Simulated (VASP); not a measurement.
# GaN (F-43m) in VASP: settings compared

Aim: see how the results for GaN move with the level of theory and the settings. Levels: PBEsol-based global hybrid with 25 % exact exchange, HF. Tasks: single point.

Everything below comes from runs of VASP 6.6.1. Logs are shortened: lines on timing, memory, paths and dates and some standing lists are left out, and cuts for length are marked.

### Step 1. The cell of the first run

Symmetry: F-43m, No. 216, cubic system. The conventional cell has a = 4.464 Å, b = 4.464 Å, c = 4.464 Å, α = 90.00°, β = 90.00°, γ = 90.00°. Within 2.6 Å of Ga (site symmetry -43m) lie 4 N at 1.93 Å. Within 2.6 Å of N (site symmetry -43m) lie 4 Ga at 1.93 Å.

### Step 2. Single point, PBEsol-based global hybrid with 25 % exact exchange

POSCAR

```
GaN
1.0
    0.0000000000      2.2318873513      2.2318873513
    2.2318873513      0.0000000000      2.2318873513
    2.2318873513      2.2318873513      0.0000000000
Ga N
1 1
Direct
    0.0000000000      0.0000000000      0.0000000000
    0.2500000000      0.2500000000      0.2500000000
```

INCAR.step1

```
PREC = Accurate ; ENCUT = 520
EDIFF = 1E-5 ; ISMEAR = -1
SIGMA = 0.05 ; LREAL = F
LASPH = T ; NELM = 80
ALGO = Normal ; ISIF = 2
LWAVE = T ; LCHARG = F
NBANDS = 16 ; GGA = PE
```

INCAR.step2

```
PREC = Accurate ; ENCUT = 520
EDIFF = 1E-6 ; ISMEAR = -1
SIGMA = 0.05 ; LREAL = F
LASPH = T ; NELM = 80
ALGO = Normal ; ISIF = 2
LWAVE = F ; LCHARG = F
GGA = PS ; LHFCALC = T
AEXX = 0.25 ; PRECFOCK = Normal
NBANDS = 16 ; ISTART = 1
```

KPOINTS

```
Automatic mesh
0
Gamma
  5 5 5
```

Potentials or basis: VASP PAW PBE potentials, release 64 (Ga_d, N).

Started as:

```sh
$ cat potpaw_PBE.64/Ga_d/POTCAR potpaw_PBE.64/N/POTCAR > POTCAR
$ cp INCAR.step1 INCAR
$ mpirun -np 1 vasp_std > vasp.out
$ cp INCAR.step2 INCAR
$ mpirun -np 1 vasp_std > vasp.out
```

OUTCAR:

```text
PREC = Accurate
   ENCUT = 520
   EDIFF = 1E-6
   ISMEAR = -1
   LREAL = F
   LASPH = T
   NELM = 80
   ISIF = 2
   GGA = PS
   LHFCALC = T
   AEXX = 0.25
   PRECFOCK = Normal
   ISTART = 1

 ion  position               nearest neighbor table
   1  0.000  0.000  0.000-   2 1.93   2 1.93   2 1.93   2 1.93
   2  0.250  0.250  0.250-   1 1.93   1 1.93   1 1.93   1 1.93

  LATTYP: Found a face centered cubic cell.
 ALAT       =     4.4637747026

  Lattice vectors:

 A1 = (   0.0000000000,   2.2318873513,   2.2318873513)
 A2 = (   2.2318873513,   0.0000000000,   2.2318873513)
 A3 = (   2.2318873513,   2.2318873513,   0.0000000000)

Analysis of symmetry for initial positions (statically):
=====================================================================
 Subroutine PRICEL returns:
 Original cell was already a primitive cell.

 Routine SETGRP: Setting up the symmetry group for a
 face centered cubic supercell.

 Subroutine GETGRP returns: Found 24 space group operations
 (whereof 24 operations were pure point group operations)
 out of a pool of 48 trial point group operations.

The static configuration has the point symmetry T_d .

Analysis of symmetry for dynamics (positions and initial velocities):
=====================================================================
 Subroutine PRICEL returns:
 Original cell was already a primitive cell.

 Routine SETGRP: Setting up the symmetry group for a
 face centered cubic supercell.

 Subroutine GETGRP returns: Found 24 space group operations
 (whereof 24 operations were pure point group operations)
 out of a pool of 48 trial point group operations.

The dynamic configuration has the point symmetry T_d .

 Subroutine INISYM returns: Found 24 space group operations
 (whereof 24 operations are pure point group operations),
 and found     1 'primitive' translations

----------------------------------------------------------------------------------------

                                     Primitive cell

  volume of cell :      22.2355

  direct lattice vectors                    reciprocal lattice vectors
     0.000000000  2.231887351  2.231887351    -0.224025643  0.224025643  0.224025643
     2.231887351  0.000000000  2.231887351     0.224025643 -0.224025643  0.224025643
     2.231887351  2.231887351  0.000000000     0.224025643  0.224025643 -0.224025643

  length of vectors
     3.156365362  3.156365362  3.156365362     0.388023797  0.388023797  0.388023797

  position of ions in fractional coordinates (direct lattice)
     0.000000000  0.000000000  0.000000000
     0.250000000  0.250000000  0.250000000

  ion indices of the primitive-cell ions
   primitive index   ion index
                 1           1
                 2           2

----------------------------------------------------------------------------------------

 KPOINTS: Automatic mesh

Automatic generation of k-mesh.
 Grid dimensions read from file:
 generate k-points for:    5    5    5

 Generating k-lattice:

  Cartesian coordinates                     Fractional coordinates (reciprocal lattice)
    -0.044805129  0.044805129  0.044805129     0.200000000  0.000000000  0.000000000
     0.044805129 -0.044805129  0.044805129     0.000000000  0.200000000  0.000000000
     0.044805129  0.044805129 -0.044805129     0.000000000  0.000000000  0.200000000

  Length of vectors
     0.077604759  0.077604759  0.077604759

  Shift w.r.t. Gamma in fractional coordinates (k-lattice)
     0.000000000  0.000000000  0.000000000

 Subroutine IBZKPT returns following result:
 ===========================================

 Found     10 irreducible k-points:

 Following reciprocal coordinates:
            Coordinates               Weight
  0.000000  0.000000  0.000000      1.000000
  0.200000  0.000000  0.000000      8.000000
  0.400000  0.000000  0.000000      8.000000
  0.200000  0.200000  0.000000      6.000000
  0.400000  0.200000  0.000000     24.000000
 -0.400000  0.200000  0.000000     24.000000
 -0.200000  0.200000  0.000000     12.000000
  0.400000  0.400000  0.000000      6.000000
 -0.400000  0.400000  0.000000     12.000000
 -0.400000  0.400000  0.200000     24.000000
   k-points           NKPTS =     10   k-points in BZ     NKDIM =    125   number of bands    NBANDS=     16
   number of dos      NEDOS =    301   number of ions     NIONS =      2
   total plane-waves  NPLWV =  13824
   dimension x,y,z NGX =    24 NGY =   24 NGZ =   24
   dimension x,y,z NGXF=    48 NGYF=   48 NGZF=   48
   ions per type =               1   1
   NGX,Y,Z   is equivalent  to a cutoff of  12.64, 12.64, 12.64 a.u.
   NGXF,Y,Z  is equivalent  to a cutoff of  25.28, 25.28, 25.28 a.u.
 SYSTEM =  unknown system
   PREC   = accura    normal or accurate (medium, high low for compatibility)
   ISTART =      1    job   : 0-new  1-cont  2-samecut
   ICHARG =      0    charge: 1-file 2-atom 10-const
   ISPIN  =      1    spin polarized calculation?
   LNONCOLLINEAR =      F non collinear calculations
   LSORBIT =      F    spin-orbit coupling
   LASPH  =      T    aspherical Exc in radial PAW
   ENCUT  =  520.0 eV  38.22 Ry    6.18 a.u.   5.87  5.87  5.87*2*pi/ulx,y,z
   NELM   =     80;   NELMIN=  2; NELMDL=  0     # of ELM steps
   EDIFF  = 0.1E-05   stopping-criterion for ELM
   LREAL  =      F    real-space projection
   EDIFFG = 0.1E-04   stopping-criterion for IOM
   NSW    =      0    number of steps for IOM
   IBRION =     -1    ionic relax: 0-MD 1-quasi-New 2-CG
   NFREE  =      0    steps in history (QN), initial steepest desc. (CG)
   ISIF   =      2    stress and relaxation
   ISYM   =      3    0-nonsym 1-usesym 2-fastsym
   POTIM  = 0.5000    time-step for ionic-motion
   TEBEG  =    0.0;   TEEND  =   0.0 temperature during run
   PSTRESS=    0.0 pullay stress
   NELECT =      18.0000    total number of electrons
   NUPDOWN=      -1.0000    fix difference up-down
   EMIN   =  10.00;   EMAX   =-10.00  energy-range for DOS
   EFERMI =   0.00;   METHOD = LEGACY
   ISMEAR =    -1;   SIGMA  =   0.05  broadening in eV -4-tet -1-fermi 0-gaus
   EFERMI_NEDOS =   21; number of points for ismear=-14 and -15
   IALGO  =     38    algorithm
   IMIX   =      1    mixing-type and parameters
     AMIX     =   0.40;   BMIX     =  1.00
     AMIX_MAG =   1.60;   BMIX_MAG =  1.00
  volume/ion in A,a.u.               =      11.12        75.03
  Fermi-wavevector in a.u.,A,eV,Ry     =   1.525750  2.883250 31.673183  2.327913
  Thomas-Fermi vector in A             =   2.633878
   LORBIT       =      0    0 simple, 1 ext, 2 COOP (PROOUT), +10 PAW based schemes
   GGA     = PS    functional components
   LHFCALC =     T    Hartree Fock is set to
   PRECFOCK=normal    Normal, Fast or Accurate (Low or Medium for compatibility)
   ENCUT4O =  -1.0   cutoff for four orbital integrals eV
   NKREDX  =     1    reduce k-point grid by
   NKREDY  =     1    reduce k-point grid by
   NKREDZ  =     1    reduce k-point grid by
   AEXX    =    0.2500 exact exchange contribution
   HFSCREEN=    0.0000 screening length (either q_TF or 0.3 A-1)
   HFSCREENC=   0.0000 screening length for correlation (either q_TF or 0.3 A-1)
   ENCUTFOCK=  -1.0 apply spherical cutoff to Coloumb kernel
   IVDW    =     0    specifies the selected vdW correction
   LEPSILON=     F    determine dielectric tensor
   LRPA    =     F    only Hartree local field effects (RPA)
 non-spin polarized calculation
  energy-cutoff  :      520.00
  volume of cell :       22.24
 maximum number of plane-waves:       609
  NGX = 18; NGY = 18; NGZ = 18

 number of electron      18.0000016 magnetization

 Free energy of the ion-electron system (eV)
  ---------------------------------------------------
  ext. energy  EPLUGINS =         0.00000000
  ---------------------------------------------------
  free energy    TOTEN  =       -16.38032710 eV

  energy without entropy =      -16.38032710  energy(sigma->0) =      -16.38032710

 E-fermi :   5.4007     XC(G=0):  -9.4558

 val. band max:        4.2722207747   @ k =   0.0000   0.0000   0.0000
 cond. band min:       8.1845148045   @ k =   0.0000   0.0000   0.0000
 fundamental gap:      3.9122940298
 Fermi energy:         5.4007257308

 k-point     1 :       0.0000    0.0000    0.0000
  band No.  band energies     occupation
      1     -13.4510      2.00000
      2     -11.3143      2.00000
      3     -11.3143      2.00000
      4     -11.3143      2.00000
      5     -10.9655      2.00000
      6     -10.9655      2.00000
[... 8 lines left out ...]
     15      25.6782      0.00000
     16      25.6782      0.00000

 k-point     2 :       0.2000    0.0000    0.0000
  band No.  band energies     occupation
      1     -13.0733      2.00000
      2     -11.2669      2.00000
      3     -11.2669      2.00000
      4     -11.0320      2.00000
      5     -10.9664      2.00000
      6     -10.9664      2.00000
[... 8 lines left out ...]
     15      23.5174      0.00000
     16      23.5174      0.00000

 k-point     3 :       0.4000    0.0000    0.0000
  band No.  band energies     occupation
      1     -12.7208      2.00000
      2     -11.2224      2.00000
      3     -11.2224      2.00000
      4     -10.9329      2.00000
      5     -10.9329      2.00000
      6      -9.7460      2.00000
[... 8 lines left out ...]
     15      25.7756      0.00000
     16      25.7756      0.00000

 k-point     4 :       0.2000    0.2000    0.0000
  band No.  band energies     occupation
      1     -12.9639      2.00000
      2     -11.2142      2.00000
      3     -11.2142      2.00000
      4     -11.1099      2.00000
      5     -10.9388      2.00000
      6     -10.8876      2.00000
[... 8 lines left out ...]
     15      27.8898      0.00000
     16      28.5257      0.00000

 k-point     5 :       0.4000    0.2000    0.0000
  band No.  band energies     occupation
      1     -12.6761      2.00000
      2     -11.1914      2.00000
      3     -11.1461      2.00000
      4     -11.0525      2.00000
      5     -10.9150      2.00000
      6      -9.8702      2.00000
[... 8 lines left out ...]
     15      27.3007      0.00000
     16      28.0962      0.00000

 k-point     6 :      -0.4000    0.2000    0.0000
  band No.  band energies     occupation
      1     -12.6267      2.00000
      2     -11.2065      2.00000
      3     -11.1464      2.00000
      4     -10.9821      2.00000
      5     -10.9422      2.00000
      6      -9.0402      2.00000
[... 8 lines left out ...]
     15      25.7002      0.00000
     16      27.3138      0.00000

 k-point     7 :      -0.2000    0.2000    0.0000
  band No.  band energies     occupation
      1     -12.7616      2.00000
      2     -11.2191      2.00000
      3     -11.2057      2.00000
      4     -10.9900      2.00000
      5     -10.9738      2.00000
      6     -10.2873      2.00000
[... 8 lines left out ...]
     15      24.5112      0.00000
     16      27.7019      0.00000

 k-point     8 :       0.4000    0.4000    0.0000
  band No.  band energies     occupation
      1     -12.5968      2.00000
      2     -11.1838      2.00000
      3     -11.0335      2.00000
      4     -11.0335      2.00000
      5     -10.8953      2.00000
      6      -9.2819      2.00000
[... 8 lines left out ...]
     15      29.6677      0.00000
     16      30.6957      0.00000

 k-point     9 :      -0.4000    0.4000    0.0000
  band No.  band energies     occupation
      1     -12.5742      2.00000
      2     -11.1796      2.00000
      3     -11.0423      2.00000
      4     -11.0312      2.00000
      5     -10.9156      2.00000
      6      -8.6145      2.00000
[... 8 lines left out ...]
     15      28.8108      0.00000
     16      30.4181      0.00000

 k-point    10 :      -0.4000    0.4000    0.2000
  band No.  band energies     occupation
      1     -12.5848      2.00000
      2     -11.1616      2.00000
      3     -11.1275      2.00000
      4     -11.0025      2.00000
      5     -10.9393      2.00000
      6      -8.8147      2.00000
[... 8 lines left out ...]
     15      26.4721      0.00000
     16      30.7313      0.00000

------------------------ aborting loop because EDIFF is reached ----------------------------------------

  FORCE on cell =-STRESS in cart. coord.  units (eV):
  Direction    XX          YY          ZZ          XY          YZ          ZX
  --------------------------------------------------------------------------------------
  -------------------------------------------------------------------------------------
  Total       -0.0243782     -0.0243782     -0.0243782      0.0000000      0.0000000      0.0000000
  in kB       -1.7565694     -1.7565694     -1.7565694      0.0000000      0.0000000      0.0000000
  external PRESSURE =      -1.7565694 kB  Pullay stress =       0.0000000 kB

 VOLUME and BASIS-vectors are now :
 -----------------------------------------------------------------------------
  energy-cutoff  :      520.00
  volume of cell :       22.24
      direct lattice vectors                 reciprocal lattice vectors
     0.000000000  2.231887351  2.231887351    -0.224025643  0.224025643  0.224025643
     2.231887351  0.000000000  2.231887351     0.224025643 -0.224025643  0.224025643
     2.231887351  2.231887351  0.000000000     0.224025643  0.224025643 -0.224025643

 POSITION                                       TOTAL-FORCE (eV/Angst)
 -----------------------------------------------------------------------------------
      0.00000      0.00000      0.00000         0.000000      0.000000      0.000000
      1.11594      1.11594      1.11594        -0.000000     -0.000000     -0.000000
 -----------------------------------------------------------------------------------
    total drift:                               -0.000012     -0.000007     -0.000005

  FREE ENERGIE OF THE ION-ELECTRON SYSTEM (eV)
  ---------------------------------------------------
  free  energy   TOTEN  =       -16.3803270968 eV

  energy  without entropy=      -16.3803270968  energy(sigma->0) =      -16.38032710
```

Wall time 9.5 min (1 thread of AMD EPYC 9755, shared host); peak memory 0.11 GiB.

Results:

```yaml
Free_energy: -16.3803 eV
Pressure: -0.2 GPa
Band_gap_on_the_k_mesh: 3.91 eV
```

Caveat: the k points lie up to 0.49 Å⁻¹ apart; the PAW data sets were made with another functional, which shifts forces and pressure a little.

[end of part 1 of 2]
